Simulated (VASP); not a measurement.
# KTaO3 (Pm-3m) in VASP: further runs

Runs on KTaO3. Level: r2SCAN. Tasks: single point.

Program: VASP 6.6.1. These are calculated values, not measurements. Logs are shortened: lines on timing, memory, paths and dates and some standing lists are left out, and cuts for length are marked.

**1. The cell of the first run**

The structure is cubic, space group Pm-3m (No. 221). The conventional cell has a = 3.909 Å, b = 3.909 Å, c = 3.909 Å, α = 90.00°, β = 90.00°, γ = 90.00°. K (site symmetry m-3m) has 12 O at 2.76 Å and 8 Ta at 3.39 Å within 3.6 Å. Within 2.6 Å of Ta (site symmetry m-3m) lie 6 O at 1.95 Å. O (site symmetry 4/mmm) has 2 Ta at 1.95 Å within 2.6 Å.

**2. Single point, r2SCAN (11.94 Å³/atom)**

Input file POSCAR:

```
KTaO3
1.0
    3.9087285897      0.0000000000      0.0000000000
    0.0000000000      3.9087285897      0.0000000000
    0.0000000000      0.0000000000      3.9087285897
K Ta O
1 1 3
Direct
    0.5000000000      0.5000000000      0.5000000000
    0.0000000000      0.0000000000      0.0000000000
    0.5000000000      0.0000000000      0.0000000000
    0.0000000000      0.5000000000      0.0000000000
    0.0000000000      0.0000000000      0.5000000000
```

Input file INCAR.step1:

```
SYSTEM = KTaO3
  PREC = Accurate
  ENCUT = 520
  ISMEAR = 0
  SIGMA = 0.02
  LREAL = .False.
  LASPH = .True.
  NELM = 60
  NBANDS = 27
  GGA = PE
  ALGO = Normal
  EDIFF = 1E-4
  LWAVE = .True.
  LCHARG = .False.
```

Input file INCAR.step2:

```
SYSTEM = KTaO3
  PREC = Accurate
  ENCUT = 520
  EDIFF = 1E-6
  ISMEAR = 0
  SIGMA = 0.02
  LREAL = .False.
  LASPH = .True.
  NELM = 60
  ALGO = Normal
  ISIF = 2
  LWAVE = .False.
  LCHARG = .True.
  METAGGA = R2SCAN
  LMIXTAU = .True.
  LELF = .True.
  LVHAR = .True.
  NBANDS = 27
  ISTART = 1
```

Input file KPOINTS:

```
Automatic mesh
0
Gamma
  6 6 6
  0 0 0
```

Potentials or basis: VASP PAW PBE potentials, release 64 (K_sv, Ta_pv, O).

The run is started by

```
$ cat potpaw_PBE.64/K_sv/POTCAR potpaw_PBE.64/Ta_pv/POTCAR potpaw_PBE.64/O/POTCAR > POTCAR
$ cp INCAR.step1 INCAR
$ mpirun -np 1 vasp_std > vasp.out
$ cp INCAR.step2 INCAR
$ mpirun -np 1 vasp_std > vasp.out
```

OUTCAR:

```text
SYSTEM = KTaO3
   PREC = Accurate
   ENCUT = 520
   EDIFF = 1E-6
   ISMEAR = 0
   LREAL = .False.
   LASPH = .True.
   NELM = 60
   ISIF = 2
   METAGGA = R2SCAN
   ISTART = 1

 ion  position               nearest neighbor table
   1  0.500  0.500  0.500-   3 2.76   4 2.76   5 2.76   3 2.76   4 2.76   3 2.76   5 2.76   3 2.76
                             4 2.76   5 2.76   4 2.76   5 2.76   2 3.39   2 3.39   2 3.39   2 3.39
   2  0.000  0.000  0.000-   3 1.95   4 1.95   5 1.95   5 1.95   4 1.95   3 1.95   1 3.39   1 3.39
                             1 3.39   1 3.39   1 3.39   1 3.39   1 3.39   1 3.39
   3  0.500  0.000  0.000-   2 1.95   2 1.95   1 2.76   1 2.76   1 2.76   1 2.76
   4  0.000  0.500  0.000-   2 1.95   2 1.95   1 2.76   1 2.76   1 2.76   1 2.76
   5  0.000  0.000  0.500-   2 1.95   2 1.95   1 2.76   1 2.76   1 2.76   1 2.76

  LATTYP: Found a simple cubic cell.
 ALAT       =     3.9087285897

  Lattice vectors:

 A1 = (   3.9087285897,   0.0000000000,   0.0000000000)
 A2 = (   0.0000000000,   3.9087285897,   0.0000000000)
 A3 = (   0.0000000000,   0.0000000000,   3.9087285897)

Analysis of symmetry for initial positions (statically):
=====================================================================
 Subroutine PRICEL returns:
 Original cell was already a primitive cell.

 Routine SETGRP: Setting up the symmetry group for a
 simple cubic supercell.

 Subroutine GETGRP returns: Found 48 space group operations
 (whereof 48 operations were pure point group operations)
 out of a pool of 48 trial point group operations.

The static configuration has the point symmetry O_h .

Analysis of symmetry for dynamics (positions and initial velocities):
=====================================================================
 Subroutine PRICEL returns:
 Original cell was already a primitive cell.

 Routine SETGRP: Setting up the symmetry group for a
 simple cubic supercell.

 Subroutine GETGRP returns: Found 48 space group operations
 (whereof 48 operations were pure point group operations)
 out of a pool of 48 trial point group operations.

The dynamic configuration has the point symmetry O_h .

 Subroutine INISYM returns: Found 48 space group operations
 (whereof 48 operations are pure point group operations),
 and found     1 'primitive' translations

----------------------------------------------------------------------------------------

                                     Primitive cell

  volume of cell :      59.7182

  direct lattice vectors                    reciprocal lattice vectors
     3.908728590  0.000000000  0.000000000     0.255837666  0.000000000  0.000000000
     0.000000000  3.908728590  0.000000000     0.000000000  0.255837666  0.000000000
     0.000000000  0.000000000  3.908728590     0.000000000  0.000000000  0.255837666

  length of vectors
     3.908728590  3.908728590  3.908728590     0.255837666  0.255837666  0.255837666

  position of ions in fractional coordinates (direct lattice)
     0.500000000  0.500000000  0.500000000
     0.000000000  0.000000000  0.000000000
     0.500000000  0.000000000  0.000000000
     0.000000000  0.500000000  0.000000000
     0.000000000  0.000000000  0.500000000

  ion indices of the primitive-cell ions
   primitive index   ion index
                 1           1
                 2           2
                 3           3
                 4           4
                 5           5

----------------------------------------------------------------------------------------

 KPOINTS: Automatic mesh

Automatic generation of k-mesh.
 Grid dimensions read from file:
 generate k-points for:    6    6    6

 Generating k-lattice:

  Cartesian coordinates                     Fractional coordinates (reciprocal lattice)
     0.042639611  0.000000000  0.000000000     0.166666667  0.000000000  0.000000000
     0.000000000  0.042639611  0.000000000     0.000000000  0.166666667  0.000000000
     0.000000000  0.000000000  0.042639611     0.000000000  0.000000000  0.166666667

  Length of vectors
     0.042639611  0.042639611  0.042639611

  Shift w.r.t. Gamma in fractional coordinates (k-lattice)
     0.000000000  0.000000000  0.000000000

 Subroutine IBZKPT returns following result:
 ===========================================

 Found     20 irreducible k-points:

 Following reciprocal coordinates:
            Coordinates               Weight
  0.000000  0.000000  0.000000      1.000000
  0.166667  0.000000  0.000000      6.000000
  0.333333  0.000000  0.000000      6.000000
  0.500000  0.000000  0.000000      3.000000
  0.166667  0.166667  0.000000     12.000000
  0.333333  0.166667  0.000000     24.000000
[... 12 lines left out ...]
  0.500000  0.500000  0.333333      6.000000
  0.500000  0.500000  0.500000      1.000000
   k-points           NKPTS =     20   k-points in BZ     NKDIM =     20   number of bands    NBANDS=     27
   number of dos      NEDOS =    301   number of ions     NIONS =      5
   total plane-waves  NPLWV =  27000
   dimension x,y,z NGX =    30 NGY =   30 NGZ =   30
   dimension x,y,z NGXF=    60 NGYF=   60 NGZF=   60
   ions per type =               1   1   3
   NGX,Y,Z   is equivalent  to a cutoff of  12.76, 12.76, 12.76 a.u.
   NGXF,Y,Z  is equivalent  to a cutoff of  25.52, 25.52, 25.52 a.u.
 SYSTEM =  KTaO3
   PREC   = accura    normal or accurate (medium, high low for compatibility)
   ISTART =      1    job   : 0-new  1-cont  2-samecut
   ICHARG =      0    charge: 1-file 2-atom 10-const
   ISPIN  =      1    spin polarized calculation?
   LNONCOLLINEAR =      F non collinear calculations
   LSORBIT =      F    spin-orbit coupling
   LASPH  =      T    aspherical Exc in radial PAW
   ENCUT  =  520.0 eV  38.22 Ry    6.18 a.u.   7.27  7.27  7.27*2*pi/ulx,y,z
   NELM   =     60;   NELMIN=  2; NELMDL=  0     # of ELM steps
   EDIFF  = 0.1E-05   stopping-criterion for ELM
   LREAL  =      F    real-space projection
   EDIFFG = 0.1E-04   stopping-criterion for IOM
   NSW    =      0    number of steps for IOM
   IBRION =     -1    ionic relax: 0-MD 1-quasi-New 2-CG
   NFREE  =      0    steps in history (QN), initial steepest desc. (CG)
   ISIF   =      2    stress and relaxation
   ISYM   =      2    0-nonsym 1-usesym 2-fastsym
   POTIM  = 0.5000    time-step for ionic-motion
   TEBEG  =    0.0;   TEEND  =   0.0 temperature during run
   PSTRESS=    0.0 pullay stress
   NELECT =      38.0000    total number of electrons
   NUPDOWN=      -1.0000    fix difference up-down
   EMIN   =  10.00;   EMAX   =-10.00  energy-range for DOS
   EFERMI =   0.00;   METHOD = LEGACY
   ISMEAR =     0;   SIGMA  =   0.02  broadening in eV -4-tet -1-fermi 0-gaus
   EFERMI_NEDOS =   21; number of points for ismear=-14 and -15
   IALGO  =     38    algorithm
   IMIX   =      4    mixing-type and parameters
     AMIX     =   0.40;   BMIX     =  1.00
     AMIX_MAG =   1.60;   BMIX_MAG =  1.00
  volume/ion in A,a.u.               =      11.94        80.60
  Fermi-wavevector in a.u.,A,eV,Ry     =   1.408101  2.660925 26.976935  1.982749
  Thomas-Fermi vector in A             =   2.530293
   LORBIT       =      0    0 simple, 1 ext, 2 COOP (PROOUT), +10 PAW based schemes
   METAGGA = R2SCAN    functional components
   LHFCALC =     F    Hartree Fock is set to
   AEXX    =    0.0000 exact exchange contribution
   IVDW    =     0    specifies the selected vdW correction
   LEPSILON=     F    determine dielectric tensor
   LRPA    =     F    only Hartree local field effects (RPA)
 non-spin polarized calculation
 Gauss-broadening in eV      SIGMA  =   0.02
  energy-cutoff  :      520.00
  volume of cell :       59.72
 maximum number of plane-waves:      1640
 NGX is ok and might be reduce to    30
   NGX = 15   NGY = 15   NGZ = 15

 number of electron      38.0000008 magnetization

 Free energy of the ion-electron system (eV)
  ---------------------------------------------------
  ext. energy  EPLUGINS =         0.00000000
  ---------------------------------------------------
  free energy    TOTEN  =       -86.96464790 eV

  energy without entropy =      -86.96464790  energy(sigma->0) =      -86.96464790

 E-fermi :   2.0416     XC(G=0): -11.9027

 val. band max:        1.8445664425   @ k =   0.5000   0.5000   0.5000
 cond. band min:       4.5919563187   @ k =   0.0000   0.0000   0.0000
 fundamental gap:      2.7473898763
 Fermi energy:         2.0416199087

 k-point     1 :       0.0000    0.0000    0.0000
  band No.  band energies     occupation
      1     -33.1419      2.00000
      2     -33.1419      2.00000
      3     -33.1419      2.00000
      4     -26.5654      2.00000
      5     -16.9297      2.00000
      6     -16.2547      2.00000
[... 19 lines left out ...]
     26      10.4710      0.00000
     27      10.4710      0.00000

 k-point     2 :       0.1667    0.0000    0.0000
  band No.  band energies     occupation
      1     -33.1765      2.00000
      2     -33.1407      2.00000
      3     -33.1407      2.00000
      4     -26.5556      2.00000
      5     -16.8603      2.00000
      6     -16.2488      2.00000
[... 19 lines left out ...]
     26      10.8574      0.00000
     27      11.0655      0.00000

 k-point     3 :       0.3333    0.0000    0.0000
  band No.  band energies     occupation
      1     -33.2445      2.00000
      2     -33.1382      2.00000
      3     -33.1382      2.00000
      4     -26.5361      2.00000
      5     -16.8429      2.00000
      6     -16.2356      2.00000
[... 19 lines left out ...]
     26      11.6974      0.00000
     27      13.0291      0.00000

 k-point     4 :       0.5000    0.0000    0.0000
  band No.  band energies     occupation
      1     -33.2780      2.00000
      2     -33.1370      2.00000
      3     -33.1370      2.00000
      4     -26.5264      2.00000
      5     -16.8589      2.00000
      6     -16.2291      2.00000
[... 19 lines left out ...]
     26      12.1203      0.00000
     27      13.1569      0.00000
[... 396 lines left out ...]
      4     -26.4990      2.00000
      5     -15.5886      2.00000
      6     -15.3967      2.00000
[... 19 lines left out ...]
     26      14.0134      0.00000
     27      14.6710      0.00000

 k-point    19 :       0.5000    0.5000    0.3333
  band No.  band energies     occupation
      1     -33.2670      2.00000
      2     -33.2670      2.00000
      3     -33.2328      2.00000
      4     -26.4942      2.00000
      5     -15.4714      2.00000
      6     -15.0958      2.00000
[... 19 lines left out ...]
     26      14.2331      0.00000
     27      14.6000      0.00000

 k-point    20 :       0.5000    0.5000    0.5000
  band No.  band energies     occupation
      1     -33.2656      2.00000
      2     -33.2656      2.00000
      3     -33.2656      2.00000
      4     -26.4893      2.00000
      5     -15.0716      2.00000
      6     -15.0716      2.00000
[... 19 lines left out ...]
     26      13.4503      0.00000
     27      14.1082      0.00000

------------------------ aborting loop because EDIFF is reached ----------------------------------------

  FORCE on cell =-STRESS in cart. coord.  units (eV):
  Direction    XX          YY          ZZ          XY          YZ          ZX
  --------------------------------------------------------------------------------------
  -------------------------------------------------------------------------------------
  Total        6.0011202      6.0011202      6.0011202     -0.0000000     -0.0000000     -0.0000000
  in kB      161.0038879    161.0038879    161.0038879     -0.0000000     -0.0000000     -0.0000000
  external PRESSURE =     161.0038879 kB  Pullay stress =       0.0000000 kB

 VOLUME and BASIS-vectors are now :
 -----------------------------------------------------------------------------
  energy-cutoff  :      520.00
  volume of cell :       59.72
      direct lattice vectors                 reciprocal lattice vectors
     3.908728590  0.000000000  0.000000000     0.255837666  0.000000000  0.000000000
     0.000000000  3.908728590  0.000000000     0.000000000  0.255837666  0.000000000
     0.000000000  0.000000000  3.908728590     0.000000000  0.000000000  0.255837666

 POSITION                                       TOTAL-FORCE (eV/Angst)
 -----------------------------------------------------------------------------------
      1.95436      1.95436      1.95436         0.000000      0.000000      0.000000
      0.00000      0.00000      0.00000         0.000000      0.000000      0.000000
      1.95436      0.00000      0.00000         0.000000      0.000000      0.000000
      0.00000      1.95436      0.00000         0.000000      0.000000      0.000000
      0.00000      0.00000      1.95436         0.000000      0.000000      0.000000
 -----------------------------------------------------------------------------------
    total drift:                                0.000000     -0.000000      0.000000

  FREE ENERGIE OF THE ION-ELECTRON SYSTEM (eV)
  ---------------------------------------------------
  free  energy   TOTEN  =       -86.9646478984 eV

  energy  without entropy=      -86.9646478984  energy(sigma->0) =      -86.96464790
```

Wall time 2.7 min (1 thread of Intel Xeon 8259CL, shared host); peak memory 0.19 GiB.

Results:

- Free energy: -86.9646 eV
- Pressure: 16.1 GPa
- Band gap on the k mesh: 2.75 eV (least direct gap 3.37 eV)

Levels at points of the mesh, in eV from the valence-band top:
```tsv
k point	band 16	band 17	band 18	band 19	band 20	band 21	band 22	band 23
(0.00, 0.00, 0.00)	-1.20	-0.62	-0.62	-0.62	2.75	2.75	2.75	7.82
(0.50, 0.00, 0.00)	-2.28	-1.70	-0.87	-0.87	2.93	5.87	5.87	7.85
(0.50, 0.50, 0.00)	-1.60	-1.54	-1.54	-0.05	5.92	5.92	7.33	8.96
(0.50, 0.50, 0.50)	-4.16	0.00	0.00	0.00	7.51	7.51	7.51	9.85
```

Caveat: the cell stands under pressure; the PAW data sets were made with another functional, which shifts forces and pressure a little; spin-orbit coupling is left out, which moves the levels of the heavy elements.

**3. Single point, r2SCAN (12.32 Å³/atom)**

This run uses another cell than the first one, of 12.32 Å³/atom.

Edit POSCAR of step 2 so:

```diff
@@ -2,5 +2,5 @@
 1.0
-    3.9087285897      0.0000000000      0.0000000000
-    0.0000000000      3.9087285897      0.0000000000
-    0.0000000000      0.0000000000      3.9087285897
+    3.9498761250      0.0000000000      0.0000000000
+    0.0000000000      3.9498761250      0.0000000000
+    0.0000000000      0.0000000000      3.9498761250
 K Ta O
```

Input file INCAR.step1:

```
  PREC = Accurate
  ENCUT = 520
  ISMEAR = 0
  SIGMA = 0.02
  LREAL = F
  LASPH = T
  NELM = 60
  NBANDS = 27
  GGA = PE
  ALGO = Normal
  EDIFF = 1E-4
  LWAVE = T
  LCHARG = F
```

Input file INCAR.step2:

```
  PREC = Accurate
  ENCUT = 520
  EDIFF = 1E-6
  ISMEAR = 0
  SIGMA = 0.02
  LREAL = F
  LASPH = T
  NELM = 60
  ALGO = Normal
  ISIF = 2
  LWAVE = F
  LCHARG = F
  METAGGA = R2SCAN
  LMIXTAU = T
  NBANDS = 27
  ISTART = 1
```

Input file KPOINTS:

```
Automatic mesh
0
Gamma
  6 6 6
```

Potentials or basis: VASP PAW PBE potentials, release 64 (K_sv, Ta_pv, O).

The run is started by

```
$ cat potpaw_PBE.64/K_sv/POTCAR potpaw_PBE.64/Ta_pv/POTCAR potpaw_PBE.64/O/POTCAR > POTCAR
$ cp INCAR.step1 INCAR
$ mpirun -np 1 vasp_std > vasp.out
$ cp INCAR.step2 INCAR
$ mpirun -np 1 vasp_std > vasp.out
```

Wall time 3.5 min (1 thread of Intel Xeon 8259CL, shared host); peak memory 0.19 GiB.

The run converged. Its results:

| Quantity | Value |
| --- | --- |
| Free energy | -87.1086 eV |
| Pressure | 7.9 GPa |
| Band gap on the k mesh | 2.67 eV (least direct gap 3.31 eV) |

Levels at points of the mesh, in eV from the valence-band top:
```
           k point  band 15  band 16  band 17  band 18  band 19  band 20  band 21  band 22  band 23  band 24
(0.00, 0.00, 0.00)    -1.14    -1.14    -0.64    -0.64    -0.64     2.67     2.67     2.67     7.42     7.42
(0.50, 0.00, 0.00)    -2.40    -2.21    -1.62    -0.88    -0.88     2.84     5.64     5.64     7.45     9.54
(0.50, 0.50, 0.00)    -2.93    -1.68    -1.50    -1.50    -0.04     5.68     5.68     7.05     8.51    10.93
(0.50, 0.50, 0.50)    -4.06    -4.06     0.00     0.00     0.00     7.20     7.20     7.20     9.75     9.75
```

Caveat: the cell stands under pressure; the PAW data sets were made with another functional, which shifts forces and pressure a little; spin-orbit coupling is left out, which moves the levels of the heavy elements. r2SCAN opens gaps a little over a GGA but as a rule still falls short of measured ones.

**4. Single point, r2SCAN (13.09 Å³/atom)**

This run uses another cell than the first one, of 13.09 Å³/atom.

Edit POSCAR of step 3 so:

```diff
@@ -2,5 +2,5 @@
 1.0
-    3.9498761250      0.0000000000      0.0000000000
-    0.0000000000      3.9498761250      0.0000000000
-    0.0000000000      0.0000000000      3.9498761250
+    4.0296931068      0.0000000000      0.0000000000
+    0.0000000000      4.0296931068      0.0000000000
+    0.0000000000      0.0000000000      4.0296931068
 K Ta O
```

Input file INCAR.step1:

```
SYSTEM = KTaO3
PREC     = Accurate       ! precision mode
ENCUT    = 520            ! plane-wave cutoff, eV
ISMEAR   = 0              ! smearing method
SIGMA    = 0.02           ! smearing width, eV
LREAL    = .FALSE.        ! projectors in reciprocal space
LASPH    = .TRUE.         ! aspherical terms in the spheres
NELM     = 60             ! most SCF steps
NBANDS   = 27             ! bands
GGA      = PE             ! functional
ALGO     = Normal         ! electronic algorithm
EDIFF    = 1E-4           ! SCF threshold, eV
LWAVE    = .TRUE.         ! write WAVECAR
LCHARG   = .FALSE.        ! write CHGCAR
```

Input file INCAR.step2:

```
SYSTEM = KTaO3
PREC     = Accurate       ! precision mode
ENCUT    = 520            ! plane-wave cutoff, eV
EDIFF    = 1E-7           ! SCF threshold, eV
ISMEAR   = 0              ! smearing method
SIGMA    = 0.02           ! smearing width, eV
LREAL    = .FALSE.        ! projectors in reciprocal space
LASPH    = .TRUE.         ! aspherical terms in the spheres
NELM     = 60             ! most SCF steps
ALGO     = Normal         ! electronic algorithm
ISIF     = 2              ! what is computed and relaxed
LWAVE    = .FALSE.        ! write WAVECAR
LCHARG   = .FALSE.        ! write CHGCAR
METAGGA  = R2SCAN         ! meta-GGA
LMIXTAU  = .TRUE.       
NBANDS   = 27             ! bands
ISTART   = 1
```

Input file KPOINTS:

```
Automatic mesh
0
G
  6 6 6
  0 0 0
```

The run is started by

```
$ cat potpaw_PBE.64/K_sv/POTCAR potpaw_PBE.64/Ta_pv/POTCAR potpaw_PBE.64/O/POTCAR > POTCAR
$ cp INCAR.step1 INCAR
$ mpirun -np 1 vasp_std > vasp.out
$ cp INCAR.step2 INCAR
$ mpirun -np 1 vasp_std > vasp.out
```

It took 4.2 min on 1 thread of Intel Xeon 8259CL, shared host; peak memory 0.19 GiB.

Results (log left out):

```
Free energy            : -87.1396 eV
Pressure               : -5.0 GPa
Band gap on the k mesh : 2.52 eV (least direct gap 3.18 eV)
```

Levels at points of the mesh, in eV from the valence-band top:
```
           k point  band 17  band 18  band 19  band 20  band 21  band 22
(0.00, 0.00, 0.00)    -0.66    -0.66    -0.66     2.52     2.52     2.52
(0.50, 0.00, 0.00)    -1.47    -0.88    -0.88     2.66     5.22     5.22
(0.50, 0.50, 0.00)    -1.43    -1.43    -0.04     5.25     5.25     6.51
(0.50, 0.50, 0.50)     0.00     0.00     0.00     6.63     6.63     6.63
```

Caveat: the cell stands under tension; the PAW data sets were made with another functional, which shifts forces and pressure a little; spin-orbit coupling is left out, which moves the levels of the heavy elements.

(Part 1 of 2 ends here.)
